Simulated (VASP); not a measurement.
# Be17Se16 (a cell with a defect) in VASP: relaxation of the atoms with PBEsol

Aim: the relaxation of the atoms of Be17Se16 (a cell with a defect) with PBEsol.

All numbers are computed with VASP 6.6.1; they aren't measurements. Logs are shortened: lines on timing, memory, paths and dates and some standing lists are left out, and cuts for length are marked.

## Step 1: The cell of the first run

The cell holds a defect, 33 atoms: a = 8.883 Å, b = 8.883 Å, c = 8.883 Å, α = 109.47°, β = 109.47°, γ = 109.47°.

## Step 2: Relaxation of the atoms, PBEsol (with an interstitial atom)

Input file INCAR:

```
SYSTEM = Be17Se16
PREC = Accurate
ENCUT = 520
EDIFF = 1E-7
ISMEAR = 0
SIGMA = 0.01
LREAL = Auto
LASPH = .True.
NELM = 120
ALGO = Normal
ISIF = 2
LWAVE = .False.
LCHARG = .False.
GGA = PS
IBRION = 2
NSW = 65
EDIFFG = -0.025
NELECT = 128.0
GGA_COMPAT = .False.
NELMIN = 4
KPAR = 2
NCORE = 2
```

Input file KPOINTS:

```
Automatic mesh
0
Gamma
  2 2 2
  0.5 0.5 0.5
```

Input file POSCAR:

```
Be17Se16
1.0
   -5.1287175262     -5.1287175262     -5.1287175262
   -5.1287175262      5.1287175262      5.1287175262
    5.1287175262      5.1287175262     -5.1287175262
Be Se
17 16
Direct
    0.7528124893      0.0000000000      0.2509166272
    0.5009166272      0.0000000000      0.5028124893
    0.2500000000      0.0000000000      0.7413669336
    0.7471875107      0.4971875107      0.7481041379
    0.7528124893      0.2509166272      0.0000000000
    0.5086330664      0.2586330664      0.2586330664
    0.2500000000      0.2509166272      0.5028124893
   -0.0009166272      0.2518958621      0.7490833728
   -0.0086330664      0.0000000000      0.0000000000
    0.7471875107      0.7481041379      0.4971875107
    0.5018958621      0.7490833728      0.7490833728
    0.5009166272      0.5028124893      0.0000000000
    0.2500000000      0.5028124893      0.2509166272
   -0.0018958621      0.4971875107      0.4971875107
    0.2500000000      0.7413669336      0.0000000000
   -0.0009166272      0.7490833728      0.2518958621
    0.2500000000      0.0000000000      0.0000000000
    0.5010412737      0.0000000000      0.2510412737
    0.2500000000      0.0000000000      0.4965150579
   -0.0010412737      0.0000000000      0.7489587263
    0.5000000000      0.5000000000      0.7500000000
    0.5010412737      0.2510412737      0.0000000000
    0.2500000000      0.2510412737      0.2510412737
    0.0000000000      0.2500000000      0.5000000000
    0.7500000000      0.2500000000      0.7500000000
    0.7465150579      0.0000000000      0.0000000000
    0.5000000000      0.7500000000      0.5000000000
    0.2500000000      0.7489587263      0.7489587263
    0.2500000000      0.4965150579      0.0000000000
    0.0000000000      0.5000000000      0.2500000000
    0.7534849421      0.5034849421      0.5034849421
   -0.0010412737      0.7489587263      0.0000000000
    0.7500000000      0.7500000000      0.2500000000
```

Potentials or basis: VASP PAW PBE potentials, release 64 (Be, Se).

Launch:

```console
$ cat potpaw_PBE.64/Be/POTCAR potpaw_PBE.64/Se/POTCAR > POTCAR
$ mpirun -np 4 vasp_std > vasp.out
```

OUTCAR:

```text
SYSTEM = Be17Se16
   PREC = Accurate
   ENCUT = 520
   EDIFF = 1E-7
   ISMEAR = 0
   LREAL = Auto
   LASPH = .True.
   NELM = 120
   ISIF = 2
   GGA = PS
   IBRION = 2
   NSW = 65
   EDIFFG = -0.025
   NELECT = 128.0
   NELMIN = 4

 ion  position               nearest neighbor table
   1  0.753  0.000  0.251-  24 2.21  33 2.21  26 2.21  18 2.24
   2  0.501  0.000  0.503-  25 2.21  27 2.21  19 2.21  18 2.24
   3  0.250  0.000  0.741-  19 2.18  22 2.25  20 2.25  28 2.25  17 2.30
   4  0.747  0.497  0.748-  21 2.21  25 2.21  31 2.21  32 2.24
   5  0.753  0.251  0.000-  25 2.21  30 2.21  26 2.21  22 2.24
   6  0.509  0.259  0.259-  31 2.18  22 2.25  23 2.25  18 2.25  17 2.30
   7  0.250  0.251  0.503-  21 2.21  24 2.21  19 2.21  23 2.24
   8  0.999  0.252  0.749-  24 2.21  25 2.21  29 2.21  20 2.24
   9  0.991  0.000  0.000-  26 2.18  23 2.25  20 2.25  32 2.25  17 2.30
  10  0.747  0.748  0.497-  27 2.21  33 2.21  31 2.21  20 2.24
  11  0.502  0.749  0.749-  27 2.21  21 2.21  26 2.21  28 2.24
  12  0.501  0.503  0.000-  21 2.21  33 2.21  29 2.21  22 2.24
  13  0.250  0.503  0.251-  27 2.21  30 2.21  29 2.21  23 2.24
  14  0.998  0.497  0.497-  24 2.21  30 2.21  31 2.21  28 2.24
  15  0.250  0.741  0.000-  29 2.18  28 2.25  18 2.25  32 2.25  17 2.30
  16  0.999  0.749  0.252-  30 2.21  33 2.21  19 2.21  32 2.24
  17  0.250  0.000  0.000-   3 2.30   6 2.30   9 2.30  15 2.30  18 2.58  20 2.58  22 2.58  23 2.58
                            28 2.58  32 2.58
  18  0.501  0.000  0.251-   1 2.24   2 2.24   6 2.25  15 2.25  17 2.58
  19  0.250  0.000  0.497-   3 2.18   2 2.21   7 2.21  16 2.21
  20  0.999  0.000  0.749-   8 2.24  10 2.24   9 2.25   3 2.25  17 2.58
  21  0.500  0.500  0.750-   7 2.21   4 2.21  11 2.21  12 2.21
  22  0.501  0.251  0.000-   5 2.24  12 2.24   6 2.25   3 2.25  17 2.58
  23  0.250  0.251  0.251-   7 2.24  13 2.24   6 2.25   9 2.25  17 2.58
  24  0.000  0.250  0.500-   8 2.21   7 2.21   1 2.21  14 2.21
  25  0.750  0.250  0.750-   2 2.21   4 2.21   5 2.21   8 2.21
  26  0.747  0.000  0.000-   9 2.18   5 2.21   1 2.21  11 2.21
  27  0.500  0.750  0.500-  11 2.21  10 2.21   2 2.21  13 2.21
  28  0.250  0.749  0.749-  11 2.24  14 2.24   3 2.25  15 2.25  17 2.58
  29  0.250  0.497  0.000-  15 2.18  12 2.21  13 2.21   8 2.21
  30  0.000  0.500  0.250-   5 2.21  13 2.21  14 2.21  16 2.21
  31  0.753  0.503  0.503-   6 2.18   4 2.21  10 2.21  14 2.21
  32  0.999  0.749  0.000-   4 2.24  16 2.24  15 2.25   9 2.25  17 2.58
  33  0.750  0.750  0.250-   1 2.21  10 2.21  12 2.21  16 2.21

  LATTYP: Found a body centered cubic cell.
 ALAT       =    10.2574350524

  Lattice vectors:

 A1 = (  -5.1287175262,  -5.1287175262,  -5.1287175262)
 A2 = (  -5.1287175262,   5.1287175262,   5.1287175262)
 A3 = (   5.1287175262,   5.1287175262,  -5.1287175262)

Analysis of symmetry for initial positions (statically):
=====================================================================
 Subroutine PRICEL returns:
 Original cell was already a primitive cell.

 Routine SETGRP: Setting up the symmetry group for a
 body centered cubic supercell.

 Subroutine GETGRP returns: Found 24 space group operations
 (whereof  6 operations were pure point group operations)
 out of a pool of 48 trial point group operations.

The static configuration has the point symmetry C_3v.
 The point group associated with its full space group is T_d .

Analysis of symmetry for dynamics (positions and initial velocities):
=====================================================================
 Subroutine PRICEL returns:
 Original cell was already a primitive cell.

 Routine SETGRP: Setting up the symmetry group for a
 body centered cubic supercell.

 Subroutine GETGRP returns: Found 24 space group operations
 (whereof  6 operations were pure point group operations)
 out of a pool of 48 trial point group operations.

The dynamic configuration has the point symmetry C_3v.
 The point group associated with its full space group is T_d .

 Subroutine INISYM returns: Found 24 space group operations
 (whereof  6 operations are pure point group operations),
 and found     1 'primitive' translations

----------------------------------------------------------------------------------------

                                     Primitive cell

  volume of cell :     539.6179

  direct lattice vectors                    reciprocal lattice vectors
    -5.128717526 -5.128717526 -5.128717526    -0.097490259  0.000000000 -0.097490259
    -5.128717526  5.128717526  5.128717526    -0.097490259  0.097490259  0.000000000
     5.128717526  5.128717526 -5.128717526     0.000000000  0.097490259 -0.097490259

  length of vectors
     8.883199333  8.883199333  8.883199333     0.137872046  0.137872046  0.137872046
[... 86 lines left out ...]

  Length of vectors
     0.068936023  0.068936023  0.068936023

  Shift w.r.t. Gamma in fractional coordinates (k-lattice)
     0.500000000  0.500000000  0.500000000

 Subroutine IBZKPT returns following result:
 ===========================================

 Found      2 irreducible k-points:

 Following reciprocal coordinates:
            Coordinates               Weight
  0.250000  0.250000  0.250000      2.000000
 -0.250000  0.250000  0.250000      6.000000
   k-points           NKPTS =      2   k-points in BZ     NKDIM =      2   number of bands    NBANDS=     81
   number of dos      NEDOS =    301   number of ions     NIONS =     33
   total plane-waves  NPLWV = 343000
   dimension x,y,z NGX =    70 NGY =   70 NGZ =   70
   dimension x,y,z NGXF=   140 NGYF=  140 NGZF=  140
   ions per type =              17  16
   NGX,Y,Z   is equivalent  to a cutoff of  13.10, 13.10, 13.10 a.u.
   NGXF,Y,Z  is equivalent  to a cutoff of  26.20, 26.20, 26.20 a.u.
 SYSTEM =  Be17Se16
   PREC   = accura    normal or accurate (medium, high low for compatibility)
   ISTART =      0    job   : 0-new  1-cont  2-samecut
   ICHARG =      2    charge: 1-file 2-atom 10-const
   ISPIN  =      1    spin polarized calculation?
   LNONCOLLINEAR =      F non collinear calculations
   LSORBIT =      F    spin-orbit coupling
   LASPH  =      T    aspherical Exc in radial PAW
   ENCUT  =  520.0 eV  38.22 Ry    6.18 a.u.  16.52 16.52 16.52*2*pi/ulx,y,z
   NELM   =    120;   NELMIN=  4; NELMDL= -5     # of ELM steps
   EDIFF  = 0.1E-06   stopping-criterion for ELM
   LREAL  =      T    real-space projection
   EDIFFG = -.3E-01   stopping-criterion for IOM
   NSW    =     65    number of steps for IOM
   IBRION =      2    ionic relax: 0-MD 1-quasi-New 2-CG
   NFREE  =      1    steps in history (QN), initial steepest desc. (CG)
   ISIF   =      2    stress and relaxation
   ISYM   =      2    0-nonsym 1-usesym 2-fastsym
   POTIM  = 0.5000    time-step for ionic-motion
   TEBEG  =    0.0;   TEEND  =   0.0 temperature during run
   PSTRESS=    0.0 pullay stress
   NELECT =     128.0000    total number of electrons
   NUPDOWN=      -1.0000    fix difference up-down
   EMIN   =  10.00;   EMAX   =-10.00  energy-range for DOS
   EFERMI =   0.00;   METHOD = LEGACY
   ISMEAR =     0;   SIGMA  =   0.01  broadening in eV -4-tet -1-fermi 0-gaus
   EFERMI_NEDOS =   21; number of points for ismear=-14 and -15
   IALGO  =     38    algorithm
   IMIX   =      4    mixing-type and parameters
     AMIX     =   0.40;   BMIX     =  1.00
     AMIX_MAG =   1.60;   BMIX_MAG =  1.00
  volume/ion in A,a.u.               =      16.35       110.35
  Fermi-wavevector in a.u.,A,eV,Ry     =   1.013404  1.915056 13.973022  1.026988
  Thomas-Fermi vector in A             =   2.146571
   LORBIT       =      0    0 simple, 1 ext, 2 COOP (PROOUT), +10 PAW based schemes
   GGA     = PS    functional components
   LHFCALC =     F    Hartree Fock is set to
   AEXX    =    0.0000 exact exchange contribution
   IVDW    =     0    specifies the selected vdW correction
   LEPSILON=     F    determine dielectric tensor
   LRPA    =     F    only Hartree local field effects (RPA)
 conjugate gradient relaxation of ions
 non-spin polarized calculation
 Gauss-broadening in eV      SIGMA  =   0.01
  energy-cutoff  :      520.00
  volume of cell :      539.62
 maximum number of plane-waves:     14540
 NGX is ok and might be reduce to    70
   NGX = 33   NGY = 33   NGZ = 33

--------------------------------------- Ionic step        1  -------------------------------------------

 number of electron     128.0000009 magnetization

 Free energy of the ion-electron system (eV)
  ---------------------------------------------------
  ext. energy  EPLUGINS =         0.00000000
  ---------------------------------------------------
  free energy    TOTEN  =      -162.33237629 eV

  energy without entropy =     -162.33237629  energy(sigma->0) =     -162.33237629

------------------------ aborting loop because EDIFF is reached ----------------------------------------

  FORCE on cell =-STRESS in cart. coord.  units (eV):
  Direction    XX          YY          ZZ          XY          YZ          ZX
  --------------------------------------------------------------------------------------
  -------------------------------------------------------------------------------------
  Total      -15.0262885    -15.0262885    -15.0262885      0.0000000     -0.0000000     -0.0000000
  in kB      -44.6144942    -44.6144942    -44.6144942      0.0000000     -0.0000000     -0.0000000
  external PRESSURE =     -44.6144942 kB  Pullay stress =       0.0000000 kB
[... 389 lines left out ...]
--------------------------------------- Ionic step        7  -------------------------------------------

 number of electron     128.0000005 magnetization

 Free energy of the ion-electron system (eV)
  ---------------------------------------------------
  ext. energy  EPLUGINS =         0.00000000
  ---------------------------------------------------
  free energy    TOTEN  =      -162.43600051 eV

  energy without entropy =     -162.43600051  energy(sigma->0) =     -162.43600051

 E-fermi :   3.0654     XC(G=0):  -9.6392

 val. band max:        2.9619235010   @ k =   0.2500   0.2500   0.2500
 cond. band min:       5.8308480788   @ k =  -0.2500   0.2500   0.2500
 fundamental gap:      2.8689245777
 Fermi energy:         3.0654371822

 k-point     1 :       0.2500    0.2500    0.2500
  band No.  band energies     occupation
      1     -10.2005      2.00000
      2      -9.7909      2.00000
      3      -9.7909      2.00000
      4      -9.7909      2.00000
      5      -8.9944      2.00000
      6      -8.9944      2.00000
[... 68 lines left out ...]
     75       7.6099      0.00000
     76       7.6099      0.00000

 k-point     2 :      -0.2500    0.2500    0.2500
  band No.  band energies     occupation
      1     -10.3356      2.00000
      2      -9.7037      2.00000
      3      -9.5490      2.00000
      4      -9.5490      2.00000
      5      -9.3659      2.00000
      6      -9.1597      2.00000
[... 68 lines left out ...]
     75       8.2920      0.00000
     76       8.4348      0.00000
 [bands above 76 left out]

------------------------ aborting loop because EDIFF is reached ----------------------------------------

  FORCE on cell =-STRESS in cart. coord.  units (eV):
  Direction    XX          YY          ZZ          XY          YZ          ZX
  --------------------------------------------------------------------------------------
  -------------------------------------------------------------------------------------
  Total      -14.5306228    -14.5306228    -14.5306228      0.0000000     -0.0000000      0.0000000
  in kB      -43.1428152    -43.1428152    -43.1428152      0.0000000     -0.0000000      0.0000000
  external PRESSURE =     -43.1428152 kB  Pullay stress =       0.0000000 kB
[... 48 lines left out ...]
  FREE ENERGIE OF THE ION-ELECTRON SYSTEM (eV)
  ---------------------------------------------------
  free  energy   TOTEN  =      -162.4360005143 eV

  energy  without entropy=     -162.4360005143  energy(sigma->0) =     -162.43600051

 reached required accuracy - stopping structural energy minimisation
```

It took 12 min on 4 MPI ranks of Intel Xeon Platinum 8259CL at 2.50GHz (Skylake/Cascade Lake), shared host; peak memory 0.49 GiB.

What came out:

```yaml
Free_energy: -162.4360 eV
Energy_gained_by_relaxing: 3.1 meV/atom
Ionic_steps: 7
Largest_force_after_relaxing: 0.023 eV/Å
```

Forces in eV/Å, atoms in the order of the input:
```
Be   0.011  0.011 -0.002
Be  -0.011 -0.011 -0.002
Be  -0.013 -0.013  0.013
Be   0.002  0.011 -0.011
Be  -0.002  0.011  0.011
Be  -0.013  0.013 -0.013
Be  -0.011  0.002  0.011
Be   0.011 -0.011  0.002
Be   0.013  0.013  0.013
Be  -0.011  0.011  0.002
Be   0.011 -0.002  0.011
Be  -0.002 -0.011 -0.011
Be   0.011  0.002 -0.011
Be  -0.011 -0.002 -0.011
Be   0.013 -0.013 -0.013
Be   0.002 -0.011  0.011
Be   0.000  0.000  0.000
Se   0.000  0.000  0.001
Se   0.003  0.003 -0.003
Se   0.000  0.000 -0.001
Se   0.000  0.000  0.000
Se   0.001  0.000  0.000
Se   0.000 -0.001  0.000
Se   0.000  0.000  0.000
Se   0.000  0.000  0.000
Se  -0.003 -0.003 -0.003
Se   0.000  0.000  0.000
Se   0.000  0.001  0.000
Se  -0.003  0.003  0.003
Se   0.000  0.000  0.000
Se   0.003 -0.003  0.003
Se  -0.001  0.000  0.000
Se   0.000  0.000  0.000
```

The path:
```csv
step,energy change (eV),largest force (eV/Å),pressure (GPa)
1,0.0000,0.4907,-4.46
2,-0.0921,0.1603,-4.36
3,-0.1003,0.0823,-4.31
4,-0.1003,0.0809,-4.31
5,-0.1022,0.0283,-4.32
6,-0.1027,0.0539,-4.32
7,-0.1036,0.0228,-4.31
```

Final structure:
```yaml
crystal:
  lattice:
    - [-5.12872, -5.12872, -5.12872]
    - [-5.12872, 5.12872, 5.12872]
    - [5.12872, 5.12872, -5.12872]
  atoms:
    - { symbol: Be, position: [0.75297, 0.00000, 0.24936] }
    - { symbol: Be, position: [0.49936, 0.00000, 0.50297] }
    - { symbol: Be, position: [0.25000, 0.00000, 0.73768] }
    - { symbol: Be, position: [0.74703, 0.49703, 0.74639] }
    - { symbol: Be, position: [0.75297, 0.24936, 0.00000] }
    - { symbol: Be, position: [0.51232, 0.26232, 0.26232] }
    - { symbol: Be, position: [0.25000, 0.24936, 0.50297] }
    - { symbol: Be, position: [0.00064, 0.25361, 0.75064] }
    - { symbol: Be, position: [0.98768, 0.00000, 0.00000] }
    - { symbol: Be, position: [0.74703, 0.74639, 0.49703] }
    - { symbol: Be, position: [0.50361, 0.75064, 0.75064] }
    - { symbol: Be, position: [0.49936, 0.50297, 0.00000] }
    - { symbol: Be, position: [0.25000, 0.50297, 0.24936] }
    - { symbol: Be, position: [0.99639, 0.49703, 0.49703] }
    - { symbol: Be, position: [0.25000, 0.73768, 0.00000] }
    - { symbol: Be, position: [0.00064, 0.75064, 0.25361] }
    - { symbol: Be, position: [0.25000, 0.00000, 0.00000] }
    - { symbol: Se, position: [0.49742, 0.00000, 0.24742] }
    - { symbol: Se, position: [0.25000, 0.00000, 0.49596] }
    - { symbol: Se, position: [0.00258, 0.00000, 0.75258] }
    - { symbol: Se, position: [0.50000, 0.50000, 0.75000] }
    - { symbol: Se, position: [0.49742, 0.24742, 0.00000] }
    - { symbol: Se, position: [0.25000, 0.24742, 0.24742] }
    - { symbol: Se, position: [0.00000, 0.25000, 0.50000] }
    - { symbol: Se, position: [0.75000, 0.25000, 0.75000] }
    - { symbol: Se, position: [0.74596, 0.00000, 0.00000] }
    - { symbol: Se, position: [0.50000, 0.75000, 0.50000] }
    - { symbol: Se, position: [0.25000, 0.75258, 0.75258] }
    - { symbol: Se, position: [0.25000, 0.49596, 0.00000] }
    - { symbol: Se, position: [0.00000, 0.50000, 0.25000] }
    - { symbol: Se, position: [0.75404, 0.50404, 0.50404] }
    - { symbol: Se, position: [0.00258, 0.75258, 0.00000] }
    - { symbol: Se, position: [0.75000, 0.75000, 0.25000] }
```

Levels at points of the mesh, in eV from the Fermi level:
| k point | band 60 | band 61 | band 62 | band 63 | band 64 | band 65 | band 66 | band 67 | band 68 | band 69 |
| --- | --- | --- | --- | --- | --- | --- | --- | --- | --- | --- |
| (0.25, 0.25, 0.25) | -0.21 | -0.21 | -0.10 | -0.10 | -0.10 | 2.90 | 3.68 | 3.68 | 3.68 | 4.31 |

Caveat: the cell carries a net charge on a neutralising background, which shifts energy and pressure; the cell differs from its parent crystal (with an interstitial atom); the cell is charged against a uniform background, so pressure and absolute levels hang on convention; the PAW data sets were made with another functional, which shifts forces and pressure a little.
